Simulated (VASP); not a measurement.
# GePt (scanv) (Pnma) in VASP: single point with r2SCAN+rVV10

Aim: the single point of GePt (scanv) with r2SCAN+rVV10.

Everything below comes from runs of VASP 6.6.1. Logs are shortened: lines on timing, memory, paths and dates and some standing lists are left out, and cuts for length are marked.

### Step 1. The cell of the first run

The structure is orthorhombic, space group Pnma (No. 62). Conventional cell: a = 5.756 Å, b = 3.730 Å, c = 6.112 Å, α = 90.00°, β = 90.00°, γ = 90.00°. Ge (site symmetry m) has 6 Pt at 2.48 to 2.68 Å and 2 Ge at 3.04 Å within 3.3 Å. Pt (site symmetry m) has 6 Ge at 2.48 to 2.68 Å and 4 Pt at 2.96 to 3.00 Å within 3.3 Å.

### Step 2. Single point, r2SCAN+rVV10

Input file POSCAR:

```
GePt
1.0
    5.7560126200      0.0000000000      0.0000000000
    0.0000000000      3.7300318100      0.0000000000
    0.0000000000      0.0000000000      6.1115638700
Ge Pt
4 4
Direct
    0.8139321600      0.7500000000      0.5880128600
    0.1860678400      0.2500000000      0.4119871400
    0.3139321600      0.7500000000      0.9119871400
    0.6860678400      0.2500000000      0.0880128600
    0.0018518400      0.7500000000      0.1927088600
    0.9981481600      0.2500000000      0.8072911400
    0.5018518400      0.7500000000      0.3072911400
    0.4981481600      0.2500000000      0.6927088600
```

Input file INCAR.step1:

```
PREC = Accurate
ENCUT = 520
ISMEAR = 0
SIGMA = 0.1
LREAL = F
LASPH = T
NELM = 100
NBANDS = 58
GGA = PE
ALGO = Normal
EDIFF = 1E-4
LWAVE = T
LCHARG = F
```

Input file INCAR.step2:

```
PREC = Accurate
ENCUT = 520
EDIFF = 1E-7
ISMEAR = 0
SIGMA = 0.1
LREAL = F
LASPH = T
NELM = 100
ALGO = Normal
ISIF = 2
LWAVE = F
LCHARG = F
METAGGA = R2SCAN
LMIXTAU = T
LUSE_VDW = T
IVDW_NL = 2
BPARAM = 11.95
CPARAM = 0.0093
NBANDS = 58
ISTART = 1
```

Input file KPOINTS:

```
Automatic mesh
0
Gamma
  4 6 4
```

Potentials or basis: VASP PAW PBE potentials, release 64 (Ge_d, Pt).

Command:

```sh
> cat potpaw_PBE.64/Ge_d/POTCAR potpaw_PBE.64/Pt/POTCAR > POTCAR
> cp INCAR.step1 INCAR
> mpirun -np 1 vasp_std > vasp.out
> cp INCAR.step2 INCAR
> mpirun -np 1 vasp_std > vasp.out
```

OUTCAR:

```text
PREC = Accurate
   ENCUT = 520
   EDIFF = 1E-7
   ISMEAR = 0
   LREAL = F
   LASPH = T
   NELM = 100
   ISIF = 2
   METAGGA = R2SCAN
   IVDW_NL = 2
   BPARAM = 11.95
   ISTART = 1

 ion  position               nearest neighbor table
   1  0.814  0.750  0.588-   7 2.48   6 2.53   6 2.53   5 2.65   8 2.68   8 2.68
   2  0.186  0.250  0.412-   8 2.48   5 2.53   5 2.53   6 2.65   7 2.68   7 2.68
   3  0.314  0.750  0.912-   5 2.48   8 2.53   8 2.53   7 2.65   6 2.68   6 2.68
   4  0.686  0.250  0.088-   6 2.48   7 2.53   7 2.53   8 2.65   5 2.68   5 2.68
   5  0.002  0.750  0.193-   3 2.48   2 2.53   2 2.53   1 2.65   4 2.68   4 2.68   7 2.96   7 2.96
                             6 3.00   6 3.00
   6  0.998  0.250  0.807-   4 2.48   1 2.53   1 2.53   2 2.65   3 2.68   3 2.68   8 2.96   8 2.96
                             5 3.00   5 3.00
   7  0.502  0.750  0.307-   1 2.48   4 2.53   4 2.53   3 2.65   2 2.68   2 2.68   5 2.96   5 2.96
                             8 3.00   8 3.00
   8  0.498  0.250  0.693-   2 2.48   3 2.53   3 2.53   4 2.65   1 2.68   1 2.68   6 2.96   6 2.96
                             7 3.00   7 3.00

  LATTYP: Found a simple orthorhombic cell.
 ALAT       =     3.7300318100
 B/A-ratio  =     1.5431537620
 C/A-ratio  =     1.6384750000

  Lattice vectors:

 A1 = (   0.0000000000,  -3.7300318100,   0.0000000000)
 A2 = (   5.7560126200,   0.0000000000,   0.0000000000)
 A3 = (   0.0000000000,   0.0000000000,   6.1115638700)

Analysis of symmetry for initial positions (statically):
=====================================================================
 Subroutine PRICEL returns:
 Original cell was already a primitive cell.

 Routine SETGRP: Setting up the symmetry group for a
 simple orthorhombic supercell.

 Subroutine GETGRP returns: Found  8 space group operations
 (whereof  2 operations were pure point group operations)
 out of a pool of  8 trial point group operations.

The static configuration has the point symmetry S_2 .
 The point group associated with its full space group is D_2h.

Analysis of symmetry for dynamics (positions and initial velocities):
=====================================================================
 Subroutine PRICEL returns:
 Original cell was already a primitive cell.

 Routine SETGRP: Setting up the symmetry group for a
 simple orthorhombic supercell.

 Subroutine GETGRP returns: Found  8 space group operations
 (whereof  2 operations were pure point group operations)
 out of a pool of  8 trial point group operations.

The dynamic configuration has the point symmetry S_2 .
 The point group associated with its full space group is D_2h.

 Subroutine INISYM returns: Found  8 space group operations
 (whereof  2 operations are pure point group operations),
 and found     1 'primitive' translations

----------------------------------------------------------------------------------------

                                     Primitive cell

  volume of cell :     131.2159

  direct lattice vectors                    reciprocal lattice vectors
     5.756012620  0.000000000  0.000000000     0.173731377  0.000000000  0.000000000
     0.000000000  3.730031810  0.000000000     0.000000000  0.268094228  0.000000000
     0.000000000  0.000000000  6.111563870     0.000000000  0.000000000  0.163624241

  length of vectors
     5.756012620  3.730031810  6.111563870     0.173731377  0.268094228  0.163624241

  position of ions in fractional coordinates (direct lattice)
     0.813932160  0.750000000  0.588012860
     0.186067840  0.250000000  0.411987140
     0.313932160  0.750000000  0.911987140
     0.686067840  0.250000000  0.088012860
     0.001851840  0.750000000  0.192708860
     0.998148160  0.250000000  0.807291140
     0.501851840  0.750000000  0.307291140
     0.498148160  0.250000000  0.692708860

  ion indices of the primitive-cell ions
   primitive index   ion index
                 1           1
                 2           2
                 3           3
                 4           4
                 5           5
                 6           6
                 7           7
                 8           8

----------------------------------------------------------------------------------------

 KPOINTS: Automatic mesh

Automatic generation of k-mesh.
 Grid dimensions read from file:
 generate k-points for:    4    6    4

 Generating k-lattice:

  Cartesian coordinates                     Fractional coordinates (reciprocal lattice)
     0.043432844  0.000000000  0.000000000     0.250000000  0.000000000  0.000000000
     0.000000000  0.044682371  0.000000000     0.000000000  0.166666667  0.000000000
     0.000000000  0.000000000  0.040906060     0.000000000  0.000000000  0.250000000

  Length of vectors
     0.043432844  0.044682371  0.040906060

  Shift w.r.t. Gamma in fractional coordinates (k-lattice)
     0.000000000  0.000000000  0.000000000

 Subroutine IBZKPT returns following result:
 ===========================================

 Found     36 irreducible k-points:

 Following reciprocal coordinates:
            Coordinates               Weight
  0.000000  0.000000  0.000000      1.000000
  0.250000  0.000000  0.000000      2.000000
  0.500000  0.000000  0.000000      1.000000
  0.000000  0.166667  0.000000      2.000000
  0.250000  0.166667  0.000000      4.000000
  0.500000  0.166667  0.000000      2.000000
[... 16 lines left out ...]
  0.250000  0.500000  0.250000      4.000000
  0.500000  0.500000  0.250000      2.000000
 [... further k-points ...]
   k-points           NKPTS =     36   k-points in BZ     NKDIM =     36   number of bands    NBANDS=     58
   number of dos      NEDOS =    301   number of ions     NIONS =      8
   total plane-waves  NPLWV =  64512
   dimension x,y,z NGX =    48 NGY =   28 NGZ =   48
   dimension x,y,z NGXF=    96 NGYF=   56 NGZF=   96
   ions per type =               4   4
   NGX,Y,Z   is equivalent  to a cutoff of  13.86, 12.48, 13.06 a.u.
   NGXF,Y,Z  is equivalent  to a cutoff of  27.73, 24.96, 26.11 a.u.
 SYSTEM =  unknown system
   PREC   = accura    normal or accurate (medium, high low for compatibility)
   ISTART =      1    job   : 0-new  1-cont  2-samecut
   ICHARG =      0    charge: 1-file 2-atom 10-const
   ISPIN  =      1    spin polarized calculation?
   LNONCOLLINEAR =      F non collinear calculations
   LSORBIT =      F    spin-orbit coupling
   LASPH  =      T    aspherical Exc in radial PAW
   ENCUT  =  520.0 eV  38.22 Ry    6.18 a.u.  10.70  6.94 11.36*2*pi/ulx,y,z
   NELM   =    100;   NELMIN=  2; NELMDL=  0     # of ELM steps
   EDIFF  = 0.1E-06   stopping-criterion for ELM
   LREAL  =      F    real-space projection
   EDIFFG = 0.1E-05   stopping-criterion for IOM
   NSW    =      0    number of steps for IOM
   IBRION =     -1    ionic relax: 0-MD 1-quasi-New 2-CG
   NFREE  =      0    steps in history (QN), initial steepest desc. (CG)
   ISIF   =      2    stress and relaxation
   ISYM   =      2    0-nonsym 1-usesym 2-fastsym
   POTIM  = 0.5000    time-step for ionic-motion
   TEBEG  =    0.0;   TEEND  =   0.0 temperature during run
   PSTRESS=    0.0 pullay stress
   NELECT =      96.0000    total number of electrons
   NUPDOWN=      -1.0000    fix difference up-down
   EMIN   =  10.00;   EMAX   =-10.00  energy-range for DOS
   EFERMI =   0.00;   METHOD = LEGACY
   ISMEAR =     0;   SIGMA  =   0.10  broadening in eV -4-tet -1-fermi 0-gaus
   EFERMI_NEDOS =   21; number of points for ismear=-14 and -15
   IALGO  =     38    algorithm
   IMIX   =      4    mixing-type and parameters
     AMIX     =   0.40;   BMIX     =  1.00
     AMIX_MAG =   1.60;   BMIX_MAG =  1.00
  volume/ion in A,a.u.               =      16.40       110.69
  Fermi-wavevector in a.u.,A,eV,Ry     =   1.475151  2.787630 29.607221  2.176069
  Thomas-Fermi vector in A             =   2.589835
   LORBIT       =      0    0 simple, 1 ext, 2 COOP (PROOUT), +10 PAW based schemes
   METAGGA = R2SCAN    functional components
   LHFCALC =     F    Hartree Fock is set to
   AEXX    =    0.0000 exact exchange contribution
   IVDW_NL    =     2    kernel type
   BPARAM     =11.9500
   IVDW    =     0    specifies the selected vdW correction
   LEPSILON=     F    determine dielectric tensor
   LRPA    =     F    only Hartree local field effects (RPA)
 non-spin polarized calculation
 Gauss-broadening in eV      SIGMA  =   0.10
  energy-cutoff  :      520.00
  volume of cell :      131.22
 maximum number of plane-waves:      3554
 NGX is ok and might be reduce to    48
   NGX = 21   NGY = 13   NGZ = 23

 number of electron      96.0000003 magnetization

 Free energy of the ion-electron system (eV)
  ---------------------------------------------------
  ext. energy  EPLUGINS =         0.00000000
  ---------------------------------------------------
  free energy    TOTEN  =      -263.19682415 eV

  energy without entropy =     -263.18292872  energy(sigma->0) =     -263.18987644

 E-fermi :   9.4176     XC(G=0): -13.5505

 val. band max:        9.3991510971   @ k =   0.0000   0.0000   0.5000
 cond. band min:       9.4414404797   @ k =   0.0000   0.5000   0.2500
 fundamental gap:      0.0422893826
 Fermi energy:         9.4176098012

 k-point     1 :       0.0000    0.0000    0.0000
  band No.  band energies     occupation
      1     -16.5221      2.00000
      2     -16.5140      2.00000
      3     -16.5139      2.00000
      4     -16.5092      2.00000
      5     -16.4988      2.00000
      6     -16.4844      2.00000
[... 50 lines left out ...]
     57      14.8562      0.00000
     58      15.5985      0.00000

 k-point     2 :       0.2500    0.0000    0.0000
  band No.  band energies     occupation
      1     -16.5206      2.00000
      2     -16.5149      2.00000
      3     -16.5123      2.00000
      4     -16.5089      2.00000
      5     -16.4976      2.00000
      6     -16.4871      2.00000
[... 50 lines left out ...]
     57      14.6989      0.00000
     58      15.3824      0.00000

 k-point     3 :       0.5000    0.0000    0.0000
  band No.  band energies     occupation
      1     -16.5174      2.00000
      2     -16.5174      2.00000
      3     -16.5096      2.00000
      4     -16.5096      2.00000
      5     -16.4932      2.00000
      6     -16.4932      2.00000
[... 1216 lines left out ...]
      3     -16.5085      2.00000
      4     -16.5085      2.00000
      5     -16.4919      2.00000
      6     -16.4919      2.00000
[... 50 lines left out ...]
     57      15.6528      0.00000
     58      15.6528      0.00000

 k-point    24 :       0.5000    0.5000    0.2500
  band No.  band energies     occupation
      1     -16.5082      2.00000
      2     -16.5082      2.00000
      3     -16.5082      2.00000
      4     -16.5082      2.00000
      5     -16.4883      2.00000
      6     -16.4883      2.00000
[... 50 lines left out ...]
     57      14.8903      0.00000
     58      14.8903      0.00000

 [... further k-points ...]
[... 5 lines left out ...]
  --------------------------------------------------------------------------------------
  -------------------------------------------------------------------------------------
  Total       -0.7944737     -1.7324458     -0.8709571      0.0000000      0.0000000      0.0000000
  in kB       -9.7007096    -21.1535668    -10.6345890      0.0000000      0.0000000      0.0000000
  external PRESSURE =     -13.8296218 kB  Pullay stress =       0.0000000 kB

 VOLUME and BASIS-vectors are now :
 -----------------------------------------------------------------------------
  energy-cutoff  :      520.00
  volume of cell :      131.22
      direct lattice vectors                 reciprocal lattice vectors
     5.756012620  0.000000000  0.000000000     0.173731377  0.000000000  0.000000000
     0.000000000  3.730031810  0.000000000     0.000000000  0.268094228  0.000000000
     0.000000000  0.000000000  6.111563870     0.000000000  0.000000000  0.163624241

 POSITION                                       TOTAL-FORCE (eV/Angst)
 -----------------------------------------------------------------------------------
      4.68500      2.79752      3.59368         0.039288      0.000000     -0.008385
      1.07101      0.93251      2.51789        -0.039288     -0.000000      0.008385
      1.80700      2.79752      5.57367         0.039288      0.000000      0.008385
      3.94902      0.93251      0.53790        -0.039288      0.000000     -0.008385
      0.01066      2.79752      1.17775         0.014281     -0.000000      0.016357
      5.74535      0.93251      4.93381        -0.014281      0.000000     -0.016357
      2.88867      2.79752      1.87803         0.014281      0.000000     -0.016357
      2.86735      0.93251      4.23353        -0.014281      0.000000      0.016357
 -----------------------------------------------------------------------------------
    total drift:                                0.000000      0.000000     -0.000000

  FREE ENERGIE OF THE ION-ELECTRON SYSTEM (eV)
  ---------------------------------------------------
  free  energy   TOTEN  =      -263.1968241518 eV

  energy  without entropy=     -263.1829287229  energy(sigma->0) =     -263.18987644
```

Wall time 11 min (1 thread of AMD EPYC 9R45 (Zen 5), shared host); peak memory 0.59 GiB.

What came out:

| Property | Result |
| --- | --- |
| Free energy | -263.1968 eV |
| Pressure | -1.4 GPa |
| Largest force | 0.040 eV/Å |
| Band gap on the k mesh | zero (band 48 reaches 10.16 eV, above the bottom of band 49 at 8.93 eV) |

Forces on the atoms (eV/Å):
```
Ge   0.039  0.000 -0.008
Ge  -0.039  0.000  0.008
Ge   0.039  0.000  0.008
Ge  -0.039  0.000 -0.008
Pt   0.014  0.000  0.016
Pt  -0.014  0.000 -0.016
Pt   0.014  0.000 -0.016
Pt  -0.014  0.000  0.016
```

Caveat: the PAW data sets were made with another functional, which shifts forces and pressure a little; spin-orbit coupling is left out, which moves the levels of the heavy elements.
